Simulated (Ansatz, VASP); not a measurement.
# One calculation of Hf, two programs

File INCAR:

```
SYSTEM = Hf
PREC = Accurate ; ENCUT = 520
EDIFF = 1E-7 ; ISMEAR = -1
SIGMA = 0.03 ; LREAL = .False.
LASPH = .True. ; NELM = 100
ALGO = Normal ; ISIF = 2
LWAVE = .False. ; LCHARG = .False.
GGA = PE ; NBANDS = 11
```

KPOINTS

```
regular mesh
0
Gamma
  16 16 16
  0 0 0
```

The input POSCAR:

```
Hf
1.0
    0.0000000000      2.2051002222      2.2051002222
    2.2051002222      0.0000000000      2.2051002222
    2.2051002222      2.2051002222      0.0000000000
Hf
1
Direct
    0.0000000000      0.0000000000      0.0000000000
```

Input for Ansatz:

```yaml
crystal:
  lattice:
    - [0.0, 2.2051002222, 2.2051002222]
    - [2.2051002222, 0.0, 2.2051002222]
    - [2.2051002222, 2.2051002222, 0.0]
  atoms:
    - { symbol: Hf, position: [0.0, 0.0, 0.0] }
kpoints:
  mp_grid: { grid: [16, 16, 16] }
scf:
  occupations: { method: fermi_dirac, width: 0.03 }
hamiltonian:
  xc: pbe
  pseudopotentials: { kind: all_electron, lapw: { basis_error: 0.00025 } }
output:
  forces: true
  stress: true
  eigenvalues: true
```

Change from the starting cell: volume scaled by 0.98.

Alike in both runs: task single point; functional PBE; k mesh 16 × 16 × 16; occupations fermi-dirac, width 0.03 eV; no spin polarisation.

```csv
,VASP,Ansatz
version,VASP 6.6.1,Ansatz 0.2.0
potentials or method,"VASP PAW PBE potentials, release 64 (Hf_pv), cutoff 520 eV","all-electron LAPW, scalar-relativistic"
```

VASP gave:

| Property | Result |
| --- | --- |
| pressure (GPa) | 5.0 |

Task: Which values does Ansatz return?

Result: Pressure (GPa): 5.5.

Ansatz ran all-electron here, and VASP with PAW potentials.

Neither program's run includes spin-orbit coupling.
